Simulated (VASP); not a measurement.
# Sc (P6_3/mmc) in VASP: further runs

The runs below take Sc through single point, with r2SCAN.

All numbers are computed with VASP 6.6.1; they aren't measurements. Logs are shortened: lines on timing, memory, paths and dates and some standing lists are left out, and cuts for length are marked.

### 1 The cell of the first run

The structure is hexagonal, space group P6_3/mmc (No. 194). The conventional cell has a = 3.221 Å, b = 3.221 Å, c = 4.990 Å, α = 90.00°, β = 90.00°, γ = 120.00°. Within 4.1 Å of Sc (site symmetry -6m2) lie 12 Sc at 3.11 to 3.22 Å.

### 2 Single point, r2SCAN

POSCAR reads:

```
Sc
1.0
    3.2211811934      0.0000000000      0.0000000000
   -1.6105905967      2.7896247436      0.0000000000
    0.0000000000      0.0000000000      4.9900292252
Sc
2
Direct
    0.3333333333      0.6666666667      0.2500000000
    0.6666666667      0.3333333333      0.7500000000
```

INCAR.step1 reads:

```
PREC     = Accurate       # precision mode
ENCUT    = 520            # plane-wave cutoff, eV
ISMEAR   = -1             # smearing method
SIGMA    = 0.08           # smearing width, eV
LREAL    = F              # projectors in reciprocal space
LASPH    = T              # aspherical terms in the spheres
NELM     = 100            # most SCF steps
NBANDS   = 18             # bands
GGA      = PE             # functional
ALGO     = Normal         # electronic algorithm
EDIFF    = 1E-4           # SCF threshold, eV
LWAVE    = T              # write WAVECAR
LCHARG   = F              # write CHGCAR
```

INCAR.step2 reads:

```
PREC     = Accurate       # precision mode
ENCUT    = 520            # plane-wave cutoff, eV
EDIFF    = 1E-7           # SCF threshold, eV
ISMEAR   = -1             # smearing method
SIGMA    = 0.08           # smearing width, eV
LREAL    = F              # projectors in reciprocal space
LASPH    = T              # aspherical terms in the spheres
NELM     = 100            # most SCF steps
ALGO     = Normal         # electronic algorithm
ISIF     = 2              # what is computed and relaxed
LWAVE    = F              # write WAVECAR
LCHARG   = T              # write CHGCAR
METAGGA  = R2SCAN         # meta-GGA
LMIXTAU  = T            
LELF     = T              # ELF
LVHAR    = T            
NBANDS   = 18             # bands
ISTART   = 1
```

KPOINTS reads:

```
regular mesh
0
Gamma
  16 16 10
```

Potentials or basis: VASP PAW PBE potentials, release 64 (Sc_sv).

On the command line:

```
$ cat potpaw_PBE.64/Sc_sv/POTCAR > POTCAR
$ cp INCAR.step1 INCAR
$ mpirun -np 1 vasp_std > vasp.out
$ cp INCAR.step2 INCAR
$ mpirun -np 1 vasp_std > vasp.out
```

OUTCAR:

```text
PREC = Accurate
   ENCUT = 520
   EDIFF = 1E-7
   ISMEAR = -1
   LREAL = F
   LASPH = T
   NELM = 100
   ISIF = 2
   METAGGA = R2SCAN
   ISTART = 1

 ion  position               nearest neighbor table
   1  0.333  0.667  0.250-   2 3.11   2 3.11   2 3.11   2 3.11   2 3.11   2 3.11
   2  0.667  0.333  0.750-   1 3.11   1 3.11   1 3.11   1 3.11   1 3.11   1 3.11

  LATTYP: Found a hexagonal cell.
 ALAT       =     3.2211811934
 C/A-ratio  =     1.5491302493

  Lattice vectors:

 A1 = (   3.2211811934,   0.0000000000,   0.0000000000)
 A2 = (  -1.6105905967,   2.7896247436,   0.0000000000)
 A3 = (   0.0000000000,   0.0000000000,   4.9900292252)

Analysis of symmetry for initial positions (statically):
=====================================================================
 Subroutine PRICEL returns:
 Original cell was already a primitive cell.

 Routine SETGRP: Setting up the symmetry group for a
 hexagonal supercell.

 Subroutine GETGRP returns: Found 24 space group operations
 (whereof 12 operations were pure point group operations)
 out of a pool of 24 trial point group operations.

The static configuration has the point symmetry D_3d.
 The point group associated with its full space group is D_6h.

Analysis of symmetry for dynamics (positions and initial velocities):
=====================================================================
 Subroutine PRICEL returns:
 Original cell was already a primitive cell.

 Routine SETGRP: Setting up the symmetry group for a
 hexagonal supercell.

 Subroutine GETGRP returns: Found 24 space group operations
 (whereof 12 operations were pure point group operations)
 out of a pool of 24 trial point group operations.

The dynamic configuration has the point symmetry D_3d.
 The point group associated with its full space group is D_6h.

 Subroutine INISYM returns: Found 24 space group operations
 (whereof 12 operations are pure point group operations),
 and found     1 'primitive' translations

----------------------------------------------------------------------------------------

                                     Primitive cell

  volume of cell :      44.8398

  direct lattice vectors                    reciprocal lattice vectors
     3.221181193  0.000000000  0.000000000     0.310445126  0.179235577  0.000000000
    -1.610590597  2.789624744  0.000000000     0.000000000  0.358471154  0.000000000
     0.000000000  0.000000000  4.990029225     0.000000000  0.000000000  0.200399628

  length of vectors
     3.221181193  3.221181193  4.990029225     0.358471154  0.358471154  0.200399628

  position of ions in fractional coordinates (direct lattice)
     0.333333333  0.666666667  0.250000000
     0.666666667  0.333333333  0.750000000

  ion indices of the primitive-cell ions
   primitive index   ion index
                 1           1
                 2           2

----------------------------------------------------------------------------------------

 KPOINTS: regular mesh

Automatic generation of k-mesh.
 Grid dimensions read from file:
 generate k-points for:   16   16   10

 Generating k-lattice:

  Cartesian coordinates                     Fractional coordinates (reciprocal lattice)
     0.019402820  0.011202224  0.000000000     0.062500000 -0.000000000  0.000000000
     0.000000000  0.022404447  0.000000000     0.000000000  0.062500000  0.000000000
     0.000000000  0.000000000  0.020039963     0.000000000  0.000000000  0.100000000

  Length of vectors
     0.022404447  0.022404447  0.020039963

  Shift w.r.t. Gamma in fractional coordinates (k-lattice)
     0.000000000  0.000000000  0.000000000

 Subroutine IBZKPT returns following result:
 ===========================================

 Found    180 irreducible k-points:

 Following reciprocal coordinates:
            Coordinates               Weight
  0.000000  0.000000  0.000000      1.000000
  0.062500  0.000000  0.000000      6.000000
  0.125000  0.000000  0.000000      6.000000
  0.187500  0.000000  0.000000      6.000000
  0.250000  0.000000  0.000000      6.000000
  0.312500  0.000000  0.000000      6.000000
[... 16 lines left out ...]
  0.187500  0.187500  0.000000      6.000000
  0.250000  0.187500  0.000000     12.000000
 [... further k-points ...]
   k-points           NKPTS =    180   k-points in BZ     NKDIM =    180   number of bands    NBANDS=     18
   number of dos      NEDOS =    301   number of ions     NIONS =      2
   total plane-waves  NPLWV =  23040
   dimension x,y,z NGX =    24 NGY =   24 NGZ =   40
   dimension x,y,z NGXF=    48 NGYF=   48 NGZF=   80
   ions per type =               2
   NGX,Y,Z   is equivalent  to a cutoff of  12.39, 12.39, 13.33 a.u.
   NGXF,Y,Z  is equivalent  to a cutoff of  24.77, 24.77, 26.65 a.u.
 SYSTEM =  unknown system
   PREC   = accura    normal or accurate (medium, high low for compatibility)
   ISTART =      1    job   : 0-new  1-cont  2-samecut
   ICHARG =      0    charge: 1-file 2-atom 10-const
   ISPIN  =      1    spin polarized calculation?
   LNONCOLLINEAR =      F non collinear calculations
   LSORBIT =      F    spin-orbit coupling
   LASPH  =      T    aspherical Exc in radial PAW
   ENCUT  =  520.0 eV  38.22 Ry    6.18 a.u.   5.99  5.99  9.28*2*pi/ulx,y,z
   NELM   =    100;   NELMIN=  2; NELMDL=  0     # of ELM steps
   EDIFF  = 0.1E-06   stopping-criterion for ELM
   LREAL  =      F    real-space projection
   EDIFFG = 0.1E-05   stopping-criterion for IOM
   NSW    =      0    number of steps for IOM
   IBRION =     -1    ionic relax: 0-MD 1-quasi-New 2-CG
   NFREE  =      0    steps in history (QN), initial steepest desc. (CG)
   ISIF   =      2    stress and relaxation
   ISYM   =      2    0-nonsym 1-usesym 2-fastsym
   POTIM  = 0.5000    time-step for ionic-motion
   TEBEG  =    0.0;   TEEND  =   0.0 temperature during run
   PSTRESS=    0.0 pullay stress
   NELECT =      22.0000    total number of electrons
   NUPDOWN=      -1.0000    fix difference up-down
   EMIN   =  10.00;   EMAX   =-10.00  energy-range for DOS
   EFERMI =   0.00;   METHOD = LEGACY
   ISMEAR =    -1;   SIGMA  =   0.08  broadening in eV -4-tet -1-fermi 0-gaus
   EFERMI_NEDOS =   21; number of points for ismear=-14 and -15
   IALGO  =     38    algorithm
   IMIX   =      4    mixing-type and parameters
     AMIX     =   0.40;   BMIX     =  1.00
     AMIX_MAG =   1.60;   BMIX_MAG =  1.00
  volume/ion in A,a.u.               =      22.42       151.30
  Fermi-wavevector in a.u.,A,eV,Ry     =   1.291203  2.440019 22.683688  1.667204
  Thomas-Fermi vector in A             =   2.422987
   LORBIT       =      0    0 simple, 1 ext, 2 COOP (PROOUT), +10 PAW based schemes
   METAGGA = R2SCAN    functional components
   LHFCALC =     F    Hartree Fock is set to
   AEXX    =    0.0000 exact exchange contribution
   IVDW    =     0    specifies the selected vdW correction
   LEPSILON=     F    determine dielectric tensor
   LRPA    =     F    only Hartree local field effects (RPA)
 non-spin polarized calculation
  energy-cutoff  :      520.00
  volume of cell :       44.84
 maximum number of plane-waves:      1228
 NGX is ok and might be reduce to    24
   NGX = 11   NGY = 11   NGZ = 19

 number of electron      21.9999996 magnetization

 Free energy of the ion-electron system (eV)
  ---------------------------------------------------
  ext. energy  EPLUGINS =         0.00000000
  ---------------------------------------------------
  free energy    TOTEN  =       -22.64137077 eV

  energy without entropy =      -22.57059825  energy(sigma->0) =      -22.60598451

 E-fermi :   4.3004     XC(G=0): -11.0206

 val. band max:        4.2945076670   @ k =   0.2500   0.1250   0.0000
 cond. band min:       4.3067638777   @ k =   0.1250   0.1250   0.0000
 fundamental gap:      0.0122562107
 Fermi energy:         4.3003783121

 k-point     1 :       0.0000    0.0000    0.0000
  band No.  band energies     occupation
      1     -46.9511      2.00000
      2     -46.8386      2.00000
      3     -24.9271      2.00000
      4     -24.4191      2.00000
      5     -24.4191      2.00000
      6     -24.3261      2.00000
[... 10 lines left out ...]
     17       7.0982      0.00000
     18       7.0983      0.00000

 k-point     2 :       0.0625    0.0000    0.0000
  band No.  band energies     occupation
      1     -46.9482      2.00000
      2     -46.8377      2.00000
      3     -24.9197      2.00000
      4     -24.4331      2.00000
      5     -24.4240      2.00000
      6     -24.3408      2.00000
[... 10 lines left out ...]
     17       7.0107      0.00000
     18       7.0321      0.00000

 k-point     3 :       0.1250    0.0000    0.0000
  band No.  band energies     occupation
      1     -46.9400      2.00000
      2     -46.8351      2.00000
      3     -24.8981      2.00000
      4     -24.4732      2.00000
      5     -24.4378      2.00000
      6     -24.3824      2.00000
[... 10 lines left out ...]
     17       6.9597      0.00000
     18       7.0407      0.00000

 k-point     4 :       0.1875    0.0000    0.0000
  band No.  band energies     occupation
      1     -46.9273      2.00000
      2     -46.8317      2.00000
      3     -24.8640      2.00000
      4     -24.5337      2.00000
      5     -24.4576      2.00000
      6     -24.4429      2.00000
[... 375 lines left out ...]
      4     -24.6687      2.00000
      5     -24.6453      2.00000
      6     -24.5649      2.00000
[... 10 lines left out ...]
     17       8.8234      0.00000
     18       9.0623      0.00000

 k-point    23 :       0.1875    0.1875    0.0000
  band No.  band energies     occupation
      1     -46.8912      2.00000
      2     -46.8253      2.00000
      3     -24.7585      2.00000
      4     -24.6383      2.00000
      5     -24.6323      2.00000
      6     -24.4899      2.00000
[... 10 lines left out ...]
     17       8.0210      0.00000
     18       8.4976      0.00000

 k-point    24 :       0.2500    0.1875    0.0000
  band No.  band energies     occupation
      1     -46.8765      2.00000
      2     -46.8249      2.00000
      3     -24.7107      2.00000
      4     -24.6947      2.00000
      5     -24.6518      2.00000
      6     -24.5247      2.00000
[... 10 lines left out ...]
     17       8.4665      0.00000
     18       8.9618      0.00000

 [... further k-points ...]

------------------------ aborting loop because EDIFF is reached ----------------------------------------

  FORCE on cell =-STRESS in cart. coord.  units (eV):
  Direction    XX          YY          ZZ          XY          YZ          ZX
  --------------------------------------------------------------------------------------
  -------------------------------------------------------------------------------------
  Total        2.0277237      2.0277237      2.0208692      0.0000000      0.0000000      0.0000000
  in kB       72.4528266     72.4528266     72.2079055      0.0000000      0.0000000      0.0000000
  external PRESSURE =      72.3711862 kB  Pullay stress =       0.0000000 kB

 VOLUME and BASIS-vectors are now :
 -----------------------------------------------------------------------------
  energy-cutoff  :      520.00
  volume of cell :       44.84
      direct lattice vectors                 reciprocal lattice vectors
     3.221181193  0.000000000  0.000000000     0.310445126  0.179235577  0.000000000
    -1.610590597  2.789624744  0.000000000     0.000000000  0.358471154  0.000000000
     0.000000000  0.000000000  4.990029225     0.000000000  0.000000000  0.200399628

 POSITION                                       TOTAL-FORCE (eV/Angst)
 -----------------------------------------------------------------------------------
     -0.00000      1.85975      1.24751         0.000000      0.000000      0.000000
      1.61059      0.92987      3.74252        -0.000000     -0.000000      0.000000
 -----------------------------------------------------------------------------------
    total drift:                                0.000000     -0.000000      0.000000

  FREE ENERGIE OF THE ION-ELECTRON SYSTEM (eV)
  ---------------------------------------------------
  free  energy   TOTEN  =       -22.6413707682 eV

  energy  without entropy=      -22.5705982508  energy(sigma->0) =      -22.60598451
```

Run time: 11 min. Hardware: 1 thread of Intel Xeon 8259CL, shared host; peak memory 0.26 GiB.

Results:

```yaml
Free_energy: -22.6414 eV
Pressure: 7.2 GPa
Band_gap_on_the_k_mesh: zero (bands 11 and 12 overlap by 1.81 eV)
```

Caveat: the cell stands under pressure; the PAW data sets were made with another functional, which shifts forces and pressure a little.

### 3 Single point, r2SCAN

This run uses another cell than the first one, of 23.37 Å³/atom.

POSCAR reads:

```
Sc
1.0
    3.2623130156      0.0000000000      0.0000000000
   -1.6311565078      2.8252459466      0.0000000000
    0.0000000000      0.0000000000      5.0716121285
Sc
2
Direct
    0.3333333333      0.6666666667      0.2500000000
    0.6666666667      0.3333333333      0.7500000000
```

INCAR.step1 reads:

```
SYSTEM = Sc
PREC = Accurate
ENCUT = 520
ISMEAR = -1
SIGMA = 0.08
LREAL = .FALSE.
LASPH = .TRUE.
NELM = 80
NBANDS = 18
GGA = PE
ALGO = Normal
EDIFF = 1E-4
LWAVE = .TRUE.
LCHARG = .FALSE.
```

INCAR.step2 reads:

```
SYSTEM = Sc
PREC = Accurate
ENCUT = 520
EDIFF = 1E-6
ISMEAR = -1
SIGMA = 0.08
LREAL = .FALSE.
LASPH = .TRUE.
NELM = 80
ALGO = Normal
ISIF = 2
LWAVE = .FALSE.
LCHARG = .TRUE.
METAGGA = R2SCAN
LMIXTAU = .TRUE.
LELF = .TRUE.
LVHAR = .TRUE.
NBANDS = 18
ISTART = 1
```

KPOINTS reads:

```
Automatic mesh
0
G
  16 16 10
  0 0 0
```

Potentials or basis: VASP PAW PBE potentials, release 64 (Sc_sv).

On the command line:

```
$ cat potpaw_PBE.64/Sc_sv/POTCAR > POTCAR
$ cp INCAR.step1 INCAR
$ mpirun -np 1 vasp_std > vasp.out
$ cp INCAR.step2 INCAR
$ mpirun -np 1 vasp_std > vasp.out
```

It took 10 min on 1 thread of Intel Xeon 8259CL, shared host; peak memory 0.26 GiB.

It converged, with:

- Free energy: -22.7097 eV
- Pressure: 4.2 GPa
- Band gap on the k mesh: zero (bands 11 and 12 overlap by 1.71 eV)

Levels at points of the mesh, in eV from the Fermi level:
```
           k point  band 9  band 10  band 11  band 12  band 13  band 14
(0.00, 0.00, 0.00)   -5.60    -1.77     0.62     1.87     1.87     2.19
(0.50, 0.00, 0.00)   -1.73    -1.19    -0.75    -0.41     1.52     1.60
(0.00, 0.00, 0.50)   -3.90    -3.90     1.15     1.15     1.79     1.79
(0.50, 0.00, 0.50)   -1.60    -1.60     0.08     0.08     1.43     1.43
```

Caveat: the cell stands under pressure; the PAW data sets were made with another functional, which shifts forces and pressure a little.

### 4 Single point, r2SCAN

This run uses another cell than the first one, of 24.12 Å³/atom.

POSCAR reads:

```
Sc
1.0
    3.2934974823      0.0000000000      0.0000000000
   -1.6467487412      2.8522524870      0.0000000000
    0.0000000000      0.0000000000      5.1352099393
Sc
2
Direct
    0.3333333333      0.6666666667      0.2500000000
    0.6666666667      0.3333333333      0.7500000000
```

INCAR.step1 reads:

```
PREC = Accurate
ENCUT = 520
ISMEAR = -1
SIGMA = 0.08
LREAL = False
LASPH = True
NELM = 100
NBANDS = 18
GGA = PE
ALGO = Normal
EDIFF = 1E-4
LWAVE = True
LCHARG = False
```

INCAR.step2 reads:

```
PREC = Accurate
ENCUT = 520
EDIFF = 1E-6
ISMEAR = -1
SIGMA = 0.08
LREAL = False
LASPH = True
NELM = 100
ALGO = Normal
ISIF = 2
LWAVE = False
LCHARG = True
METAGGA = R2SCAN
LMIXTAU = True
LELF = True
LVHAR = True
NBANDS = 18
ISTART = 1
```

KPOINTS reads:

```
regular mesh
0
Gamma
  16 16 10
```

On the command line:

```
$ cat potpaw_PBE.64/Sc_sv/POTCAR > POTCAR
$ cp INCAR.step1 INCAR
$ mpirun -np 1 vasp_std > vasp.out
$ cp INCAR.step2 INCAR
$ mpirun -np 1 vasp_std > vasp.out
```

Wall time 9.8 min (1 thread of Intel Xeon 8259CL, shared host); peak memory 0.26 GiB.

It converged, with:

- Free energy: -22.7399 eV
- Pressure: 2.2 GPa
- Band gap on the k mesh: zero (bands 11 and 12 overlap by 1.63 eV)

Levels at points of the mesh, in eV from the Fermi level:
| k point | band 7 | band 8 | band 9 | band 10 | band 11 | band 12 | band 13 | band 14 | band 15 | band 16 |
| --- | --- | --- | --- | --- | --- | --- | --- | --- | --- | --- |
| (0.00, 0.00, 0.00) | -28.88 | -28.86 | -5.54 | -1.73 | 0.51 | 1.84 | 1.84 | 2.12 | 2.34 | 2.34 |
| (0.50, 0.00, 0.00) | -28.98 | -28.92 | -1.72 | -1.15 | -0.71 | -0.41 | 1.45 | 1.58 | 2.11 | 4.16 |
| (0.00, 0.00, 0.50) | -28.91 | -28.91 | -3.89 | -3.89 | 1.11 | 1.11 | 1.76 | 1.76 | 1.76 | 1.76 |
| (0.50, 0.00, 0.50) | -28.97 | -28.97 | -1.56 | -1.56 | 0.06 | 0.06 | 1.36 | 1.36 | 2.68 | 2.68 |

Caveat: the PAW data sets were made with another functional, which shifts forces and pressure a little.

### 5 Overview

| cell | gap on the mesh (eV) | pressure (GPa) |
| --- | --- | --- |
| a = 3.221, b = 3.221, c = 4.990 Å, angles 90.0, 90.0, 120.0°, 2 atoms | none | 7.2 |
| a = 3.262, b = 3.262, c = 5.072 Å, angles 90.0, 90.0, 120.0°, 2 atoms | none | 4.2 |
| a = 3.293, b = 3.293, c = 5.135 Å, angles 90.0, 90.0, 120.0°, 2 atoms | none | 2.2 |

Alike in all rows: task single point; level r2SCAN; potentials or basis VASP PAW PBE potentials, release 64 (Sc_sv); no spin polarisation; k mesh 16 × 16 × 10; cutoff (eV) 520; smearing fermi-dirac 0.08 eV.

Caveats: the PAW data sets were made with another functional, which shifts forces and pressure a little; the cell stands under pressure (at least some runs).

Absolute energies hang on the potentials; compare differences alone.
